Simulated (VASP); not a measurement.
# SrTiO3 (Pm-3m) in VASP: further runs

SrTiO3 is run at these levels: PBE; tasks: single point.

Everything below comes from runs of VASP 6.6.1. Logs are shortened: lines on timing, memory, paths and dates and some standing lists are left out, and cuts for length are marked.

## (1) The cell of the first run

Symmetry: Pm-3m, No. 221, cubic system. The conventional cell has a = 3.654 Å, b = 3.654 Å, c = 3.654 Å, α = 90.00°, β = 90.00°, γ = 90.00°. Within 3.4 Å of Sr (site symmetry m-3m) lie 12 O at 2.58 Å and 8 Ti at 3.16 Å. Ti (site symmetry m-3m) has 6 O at 1.83 Å within 2.4 Å. O (site symmetry 4/mmm) has 2 Ti at 1.83 Å within 2.4 Å.

## (2) Single point, PBE (9.76 Å³/atom)

INCAR

```
SYSTEM = SrTiO3
  PREC = Accurate
  ENCUT = 520
  EDIFF = 1E-6
  ISMEAR = 0
  SIGMA = 0.05
  LREAL = .False.
  LASPH = .True.
  NELM = 100
  ALGO = Normal
  ISIF = 2
  LWAVE = .False.
  LCHARG = .True.
  GGA = PE
  LELF = .True.
  LVHAR = .True.
  NBANDS = 28
```

KPOINTS

```
Automatic mesh
0
Gamma
  6 6 6
  0 0 0
```

POSCAR

```
SrTiO3
1.0
    3.6542925511      0.0000000000      0.0000000000
    0.0000000000      3.6542925511      0.0000000000
    0.0000000000      0.0000000000      3.6542925511
Sr Ti O
1 1 3
Direct
    0.5000000000      0.5000000000      0.5000000000
    0.0000000000      0.0000000000      0.0000000000
    0.5000000000      0.0000000000      0.0000000000
    0.0000000000      0.5000000000      0.0000000000
    0.0000000000      0.0000000000      0.5000000000
```

Potentials or basis: VASP PAW PBE potentials, release 64 (Sr_sv, Ti_sv, O).

Started as:

```bash
$ cat potpaw_PBE.64/Sr_sv/POTCAR potpaw_PBE.64/Ti_sv/POTCAR potpaw_PBE.64/O/POTCAR > POTCAR
$ mpirun -np 1 vasp_std > vasp.out
```

OUTCAR:

```text
SYSTEM = SrTiO3
   PREC = Accurate
   ENCUT = 520
   EDIFF = 1E-6
   ISMEAR = 0
   LREAL = .False.
   LASPH = .True.
   NELM = 100
   ISIF = 2
   GGA = PE

 ion  position               nearest neighbor table
   1  0.500  0.500  0.500-   3 2.58   4 2.58   5 2.58   3 2.58   4 2.58   3 2.58   5 2.58   3 2.58
                             4 2.58   5 2.58   4 2.58   5 2.58   2 3.16   2 3.16   2 3.16   2 3.16
   2  0.000  0.000  0.000-   3 1.83   4 1.83   5 1.83   5 1.83   4 1.83   3 1.83   1 3.16   1 3.16
                             1 3.16   1 3.16   1 3.16   1 3.16   1 3.16   1 3.16
   3  0.500  0.000  0.000-   2 1.83   2 1.83   1 2.58   1 2.58   1 2.58   1 2.58
   4  0.000  0.500  0.000-   2 1.83   2 1.83   1 2.58   1 2.58   1 2.58   1 2.58
   5  0.000  0.000  0.500-   2 1.83   2 1.83   1 2.58   1 2.58   1 2.58   1 2.58

  LATTYP: Found a simple cubic cell.
 ALAT       =     3.6542925511

  Lattice vectors:

 A1 = (   3.6542925511,   0.0000000000,   0.0000000000)
 A2 = (   0.0000000000,   3.6542925511,   0.0000000000)
 A3 = (   0.0000000000,   0.0000000000,   3.6542925511)

Analysis of symmetry for initial positions (statically):
=====================================================================
 Subroutine PRICEL returns:
 Original cell was already a primitive cell.

 Routine SETGRP: Setting up the symmetry group for a
 simple cubic supercell.

 Subroutine GETGRP returns: Found 48 space group operations
 (whereof 48 operations were pure point group operations)
 out of a pool of 48 trial point group operations.

The static configuration has the point symmetry O_h .

Analysis of symmetry for dynamics (positions and initial velocities):
=====================================================================
 Subroutine PRICEL returns:
 Original cell was already a primitive cell.

 Routine SETGRP: Setting up the symmetry group for a
 simple cubic supercell.

 Subroutine GETGRP returns: Found 48 space group operations
 (whereof 48 operations were pure point group operations)
 out of a pool of 48 trial point group operations.

The dynamic configuration has the point symmetry O_h .

 Subroutine INISYM returns: Found 48 space group operations
 (whereof 48 operations are pure point group operations),
 and found     1 'primitive' translations

----------------------------------------------------------------------------------------

                                     Primitive cell

  volume of cell :      48.7989

  direct lattice vectors                    reciprocal lattice vectors
     3.654292551  0.000000000  0.000000000     0.273650778  0.000000000  0.000000000
     0.000000000  3.654292551  0.000000000     0.000000000  0.273650778  0.000000000
     0.000000000  0.000000000  3.654292551     0.000000000  0.000000000  0.273650778

  length of vectors
     3.654292551  3.654292551  3.654292551     0.273650778  0.273650778  0.273650778

  position of ions in fractional coordinates (direct lattice)
     0.500000000  0.500000000  0.500000000
     0.000000000  0.000000000  0.000000000
     0.500000000  0.000000000  0.000000000
     0.000000000  0.500000000  0.000000000
     0.000000000  0.000000000  0.500000000

  ion indices of the primitive-cell ions
   primitive index   ion index
                 1           1
                 2           2
                 3           3
                 4           4
                 5           5

----------------------------------------------------------------------------------------

 KPOINTS: Automatic mesh

Automatic generation of k-mesh.
 Grid dimensions read from file:
 generate k-points for:    6    6    6

 Generating k-lattice:

  Cartesian coordinates                     Fractional coordinates (reciprocal lattice)
     0.045608463  0.000000000  0.000000000     0.166666667  0.000000000  0.000000000
     0.000000000  0.045608463  0.000000000     0.000000000  0.166666667  0.000000000
     0.000000000  0.000000000  0.045608463     0.000000000  0.000000000  0.166666667

  Length of vectors
     0.045608463  0.045608463  0.045608463

  Shift w.r.t. Gamma in fractional coordinates (k-lattice)
     0.000000000  0.000000000  0.000000000

 Subroutine IBZKPT returns following result:
 ===========================================

 Found     20 irreducible k-points:

 Following reciprocal coordinates:
            Coordinates               Weight
  0.000000  0.000000  0.000000      1.000000
  0.166667  0.000000  0.000000      6.000000
  0.333333  0.000000  0.000000      6.000000
  0.500000  0.000000  0.000000      3.000000
  0.166667  0.166667  0.000000     12.000000
  0.333333  0.166667  0.000000     24.000000
[... 12 lines left out ...]
  0.500000  0.500000  0.333333      6.000000
  0.500000  0.500000  0.500000      1.000000
   k-points           NKPTS =     20   k-points in BZ     NKDIM =     20   number of bands    NBANDS=     28
   number of dos      NEDOS =    301   number of ions     NIONS =      5
   total plane-waves  NPLWV =  21952
   dimension x,y,z NGX =    28 NGY =   28 NGZ =   28
   dimension x,y,z NGXF=    56 NGYF=   56 NGZF=   56
   ions per type =               1   1   3
   NGX,Y,Z   is equivalent  to a cutoff of  12.74, 12.74, 12.74 a.u.
   NGXF,Y,Z  is equivalent  to a cutoff of  25.48, 25.48, 25.48 a.u.
 SYSTEM =  SrTiO3
   PREC   = accura    normal or accurate (medium, high low for compatibility)
   ISTART =      0    job   : 0-new  1-cont  2-samecut
   ICHARG =      2    charge: 1-file 2-atom 10-const
   ISPIN  =      1    spin polarized calculation?
   LNONCOLLINEAR =      F non collinear calculations
   LSORBIT =      F    spin-orbit coupling
   LASPH  =      T    aspherical Exc in radial PAW
   ENCUT  =  520.0 eV  38.22 Ry    6.18 a.u.   6.79  6.79  6.79*2*pi/ulx,y,z
   NELM   =    100;   NELMIN=  2; NELMDL= -5     # of ELM steps
   EDIFF  = 0.1E-05   stopping-criterion for ELM
   LREAL  =      F    real-space projection
   EDIFFG = 0.1E-04   stopping-criterion for IOM
   NSW    =      0    number of steps for IOM
   IBRION =     -1    ionic relax: 0-MD 1-quasi-New 2-CG
   NFREE  =      0    steps in history (QN), initial steepest desc. (CG)
   ISIF   =      2    stress and relaxation
   ISYM   =      2    0-nonsym 1-usesym 2-fastsym
   POTIM  = 0.5000    time-step for ionic-motion
   TEBEG  =    0.0;   TEEND  =   0.0 temperature during run
   PSTRESS=    0.0 pullay stress
   NELECT =      40.0000    total number of electrons
   NUPDOWN=      -1.0000    fix difference up-down
   EMIN   =  10.00;   EMAX   =-10.00  energy-range for DOS
   EFERMI =   0.00;   METHOD = LEGACY
   ISMEAR =     0;   SIGMA  =   0.05  broadening in eV -4-tet -1-fermi 0-gaus
   EFERMI_NEDOS =   21; number of points for ismear=-14 and -15
   IALGO  =     38    algorithm
   IMIX   =      4    mixing-type and parameters
     AMIX     =   0.40;   BMIX     =  1.00
     AMIX_MAG =   1.60;   BMIX_MAG =  1.00
  volume/ion in A,a.u.               =       9.76        65.86
  Fermi-wavevector in a.u.,A,eV,Ry     =   1.532116  2.895279 31.938017  2.347378
  Thomas-Fermi vector in A             =   2.639366
   LORBIT       =      0    0 simple, 1 ext, 2 COOP (PROOUT), +10 PAW based schemes
   GGA     = PE    functional components
   LHFCALC =     F    Hartree Fock is set to
   AEXX    =    0.0000 exact exchange contribution
   IVDW    =     0    specifies the selected vdW correction
   LEPSILON=     F    determine dielectric tensor
   LRPA    =     F    only Hartree local field effects (RPA)
 non-spin polarized calculation
 Gauss-broadening in eV      SIGMA  =   0.05
  energy-cutoff  :      520.00
  volume of cell :       48.80
 maximum number of plane-waves:      1357
 NGX is ok and might be reduce to    28
   NGX = 13   NGY = 13   NGZ = 13

 number of electron      40.0000000 magnetization

 Free energy of the ion-electron system (eV)
  ---------------------------------------------------
  ext. energy  EPLUGINS =         0.00000000
  ---------------------------------------------------
  free energy    TOTEN  =       -38.09242033 eV

  energy without entropy =      -38.09242033  energy(sigma->0) =      -38.09242033

 E-fermi :   6.3363     XC(G=0): -12.3604

 val. band max:        5.9529752695   @ k =   0.5000   0.5000   0.5000
 cond. band min:       8.1264656703   @ k =   0.0000   0.0000   0.0000
 fundamental gap:      2.1734904008
 Fermi energy:         6.3362945965

 k-point     1 :       0.0000    0.0000    0.0000
  band No.  band energies     occupation
      1     -49.6721      2.00000
      2     -26.3144      2.00000
      3     -26.0927      2.00000
      4     -26.0927      2.00000
      5     -26.0927      2.00000
      6     -12.1992      2.00000
[... 20 lines left out ...]
     27      12.0747      0.00000
     28      14.1768      0.00000

 k-point     2 :       0.1667    0.0000    0.0000
  band No.  band energies     occupation
      1     -49.6708      2.00000
      2     -26.3726      2.00000
      3     -26.0905      2.00000
      4     -26.0905      2.00000
      5     -26.0629      2.00000
      6     -12.2639      2.00000
[... 20 lines left out ...]
     27      12.9490      0.00000
     28      14.8796      0.00000

 k-point     3 :       0.3333    0.0000    0.0000
  band No.  band energies     occupation
      1     -49.6684      2.00000
      2     -26.4742      2.00000
      3     -26.0862      2.00000
      4     -26.0862      2.00000
      5     -26.0164      2.00000
      6     -12.5343      2.00000
[... 20 lines left out ...]
     27      14.2812      0.00000
     28      14.7602      0.00000

 k-point     4 :       0.5000    0.0000    0.0000
  band No.  band energies     occupation
      1     -49.6672      2.00000
      2     -26.5213      2.00000
      3     -26.0840      2.00000
      4     -26.0840      2.00000
      5     -25.9958      2.00000
      6     -12.6845      2.00000
[... 20 lines left out ...]
     27      14.5880      0.00000
     28      14.7741      0.00000

 k-point     5 :       0.1667    0.1667    0.0000
  band No.  band energies     occupation
      1     -49.6696      2.00000
      2     -26.3874      2.00000
      3     -26.1375      2.00000
      4     -26.0884      2.00000
      5     -26.0299      2.00000
      6     -12.2240      2.00000
[... 20 lines left out ...]
     27      13.4474      0.00000
     28      15.0757      0.00000

 k-point     6 :       0.3333    0.1667    0.0000
  band No.  band energies     occupation
      1     -49.6673      2.00000
      2     -26.4444      2.00000
      3     -26.1457      2.00000
      4     -26.0841      2.00000
      5     -26.0199      2.00000
      6     -12.3458      2.00000
[... 339 lines left out ...]
      5     -26.1026      2.00000
      6     -11.3122      2.00000
[... 20 lines left out ...]
     27      15.7127      0.00000
     28      15.7127      0.00000

 k-point    18 :       0.5000    0.3333    0.3333
  band No.  band energies     occupation
      1     -49.6602      2.00000
      2     -26.2987      2.00000
      3     -26.2169      2.00000
      4     -26.2146      2.00000
      5     -26.1403      2.00000
      6     -11.1054      2.00000
[... 20 lines left out ...]
     27      15.7731      0.00000
     28      15.9501      0.00000

 k-point    19 :       0.5000    0.5000    0.3333
  band No.  band energies     occupation
      1     -49.6591      2.00000
      2     -26.2604      2.00000
      3     -26.2604      2.00000
      4     -26.2130      2.00000
      5     -26.1645      2.00000
      6     -10.6109      2.00000
[... 20 lines left out ...]
     27      16.1137      0.00000
     28      16.2215      0.00000

 k-point    20 :       0.5000    0.5000    0.5000
  band No.  band energies     occupation
      1     -49.6579      2.00000
      2     -26.2574      2.00000
      3     -26.2574      2.00000
      4     -26.2574      2.00000
      5     -26.1526      2.00000
      6     -10.2591      2.00000
[... 20 lines left out ...]
     27      16.7702      0.00000
     28      16.8890      0.00000

------------------------ aborting loop because EDIFF is reached ----------------------------------------

  FORCE on cell =-STRESS in cart. coord.  units (eV):
  Direction    XX          YY          ZZ          XY          YZ          ZX
  --------------------------------------------------------------------------------------
  -------------------------------------------------------------------------------------
  Total       19.1660031     19.1660031     19.1660031      0.0000000      0.0000000     -0.0000000
  in kB      629.2630020    629.2630020    629.2630020      0.0000000      0.0000000     -0.0000000
  external PRESSURE =     629.2630020 kB  Pullay stress =       0.0000000 kB

 VOLUME and BASIS-vectors are now :
 -----------------------------------------------------------------------------
  energy-cutoff  :      520.00
  volume of cell :       48.80
      direct lattice vectors                 reciprocal lattice vectors
     3.654292551  0.000000000  0.000000000     0.273650778  0.000000000  0.000000000
     0.000000000  3.654292551  0.000000000     0.000000000  0.273650778  0.000000000
     0.000000000  0.000000000  3.654292551     0.000000000  0.000000000  0.273650778

 POSITION                                       TOTAL-FORCE (eV/Angst)
 -----------------------------------------------------------------------------------
      1.82715      1.82715      1.82715         0.000000      0.000000      0.000000
      0.00000      0.00000      0.00000         0.000000      0.000000      0.000000
      1.82715      0.00000      0.00000         0.000000      0.000000      0.000000
      0.00000      1.82715      0.00000         0.000000      0.000000      0.000000
      0.00000      0.00000      1.82715         0.000000      0.000000      0.000000
 -----------------------------------------------------------------------------------
    total drift:                               -0.000000      0.000000     -0.000000

  FREE ENERGIE OF THE ION-ELECTRON SYSTEM (eV)
  ---------------------------------------------------
  free  energy   TOTEN  =       -38.0924203311 eV

  energy  without entropy=      -38.0924203311  energy(sigma->0) =      -38.09242033
```

Run time: 38 s. Hardware: 1 thread of Intel Xeon 8259CL, shared host; peak memory 0.17 GiB.

Results:

```yaml
Free_energy: -38.0924 eV
Pressure: 62.9 GPa
Band_gap_on_the_k_mesh: 2.17 eV (least direct gap 2.33 eV)
```

Caveat: the cell stands under pressure.

## (3) Single point, PBE (10.25 Å³/atom)

This run uses another cell than the first one, of 10.25 Å³/atom.

INCAR

```
ALGO = Normal
EDIFF = 1E-6
ENCUT = 520
GGA = PE
ISIF = 2
ISMEAR = 0
LASPH = True
LCHARG = False
LREAL = False
LWAVE = False
NBANDS = 28
NELM = 100
PREC = Accurate
SIGMA = 0.05
```

KPOINTS

```
k-points
0
Gamma
  6 6 6
```

POSCAR, as its differences from that of step 2:

```diff
@@ -2,5 +2,5 @@
 1.0
-    3.6542925511      0.0000000000      0.0000000000
-    0.0000000000      3.6542925511      0.0000000000
-    0.0000000000      0.0000000000      3.6542925511
+    3.7142096357      0.0000000000      0.0000000000
+    0.0000000000      3.7142096357      0.0000000000
+    0.0000000000      0.0000000000      3.7142096357
 Sr Ti O
```

Potentials or basis: VASP PAW PBE potentials, release 64 (Sr_sv, Ti_sv, O).

Started as:

```bash
$ cat potpaw_PBE.64/Sr_sv/POTCAR potpaw_PBE.64/Ti_sv/POTCAR potpaw_PBE.64/O/POTCAR > POTCAR
$ mpirun -np 1 vasp_std > vasp.out
```

OUTCAR:

```text
EDIFF = 1E-6
   ENCUT = 520
   GGA = PE
   ISIF = 2
   ISMEAR = 0
   LASPH = True
   LREAL = False
   NELM = 100
   PREC = Accurate

 ion  position               nearest neighbor table
   1  0.500  0.500  0.500-   3 2.63   4 2.63   5 2.63   3 2.63   4 2.63   3 2.63   5 2.63   3 2.63
                             4 2.63   5 2.63   4 2.63   5 2.63   2 3.22   2 3.22   2 3.22   2 3.22
   2  0.000  0.000  0.000-   3 1.86   4 1.86   5 1.86   5 1.86   4 1.86   3 1.86   1 3.22   1 3.22
                             1 3.22   1 3.22   1 3.22   1 3.22   1 3.22   1 3.22
[... 821 lines left out ...]
  -------------------------------------------------------------------------------------
  Total       14.2074492     14.2074492     14.2074492      0.0000000      0.0000000     -0.0000000
  in kB      444.2500212    444.2500212    444.2500212      0.0000000      0.0000000     -0.0000000
  external PRESSURE =     444.2500212 kB  Pullay stress =       0.0000000 kB

 VOLUME and BASIS-vectors are now :
 -----------------------------------------------------------------------------
  energy-cutoff  :      520.00
  volume of cell :       51.24
      direct lattice vectors                 reciprocal lattice vectors
     3.714209636  0.000000000  0.000000000     0.269236284  0.000000000  0.000000000
     0.000000000  3.714209636  0.000000000     0.000000000  0.269236284  0.000000000
     0.000000000  0.000000000  3.714209636     0.000000000  0.000000000  0.269236284

 POSITION                                       TOTAL-FORCE (eV/Angst)
 -----------------------------------------------------------------------------------
      1.85710      1.85710      1.85710         0.000000      0.000000      0.000000
      0.00000      0.00000      0.00000         0.000000      0.000000      0.000000
      1.85710      0.00000      0.00000         0.000000      0.000000      0.000000
      0.00000      1.85710      0.00000         0.000000      0.000000      0.000000
      0.00000      0.00000      1.85710         0.000000      0.000000      0.000000
 -----------------------------------------------------------------------------------
    total drift:                               -0.000000      0.000000     -0.000000

  FREE ENERGIE OF THE ION-ELECTRON SYSTEM (eV)
  ---------------------------------------------------
  free  energy   TOTEN  =       -38.9085102863 eV

  energy  without entropy=      -38.9085102863  energy(sigma->0) =      -38.90851029
```

OSZICAR:

```text
N       E                     dE             d eps       ncg     rms          rms(c)
DAV:   1     0.425784304000E+03    0.42578E+03   -0.21122E+04  1120   0.159E+03
DAV:   2    -0.101780259938E+02   -0.43596E+03   -0.41483E+03  1296   0.442E+02
DAV:   3    -0.464912905355E+02   -0.36313E+02   -0.36041E+02  1248   0.132E+02
DAV:   4    -0.485727944531E+02   -0.20815E+01   -0.20780E+01  1928   0.260E+01
DAV:   5    -0.486037141026E+02   -0.30920E-01   -0.30913E-01  1420   0.259E+00    0.340E+01
DAV:   6    -0.386963913247E+02    0.99073E+01   -0.46207E+01  1532   0.698E+01    0.195E+01
DAV:   7    -0.388941691826E+02   -0.19778E+00   -0.56124E+00  1404   0.185E+01    0.142E+01
DAV:   8    -0.389586076168E+02   -0.64438E-01   -0.10057E+00  1392   0.115E+01    0.329E+00
DAV:   9    -0.389100631665E+02    0.48544E-01   -0.20775E-01  1320   0.542E+00    0.884E-01
DAV:  10    -0.389127206372E+02   -0.26575E-02   -0.85197E-02  1432   0.220E+00    0.602E-01
DAV:  11    -0.389085862390E+02    0.41344E-02   -0.19779E-02  1520   0.103E+00    0.136E-01
DAV:  12    -0.389085275195E+02    0.58720E-04   -0.10012E-03  1328   0.385E-01    0.107E-01
DAV:  13    -0.389085298505E+02   -0.23311E-05   -0.72486E-04  1404   0.220E-01    0.571E-02
DAV:  14    -0.389085146447E+02    0.15206E-04   -0.87940E-05  1360   0.934E-02    0.282E-02
DAV:  15    -0.389085100577E+02    0.45870E-05   -0.38859E-05  1420   0.414E-02    0.144E-02
DAV:  16    -0.389085102863E+02   -0.22864E-06   -0.61013E-06  1308   0.310E-02
   1 F= -.38908510E+02 E0= -.38908510E+02  d E =-.149072E-19
```

It took 42 s on 1 thread of Intel Xeon 8259CL, shared host; peak memory 0.18 GiB.

What came out:

```
Free energy            : -38.9085 eV
Pressure               : 44.4 GPa
Band gap on the k mesh : 2.11 eV (least direct gap 2.33 eV)
```

Caveat: the cell stands under pressure. A k mesh can miss the band edges.

(Part 1 of 2 ends here.)
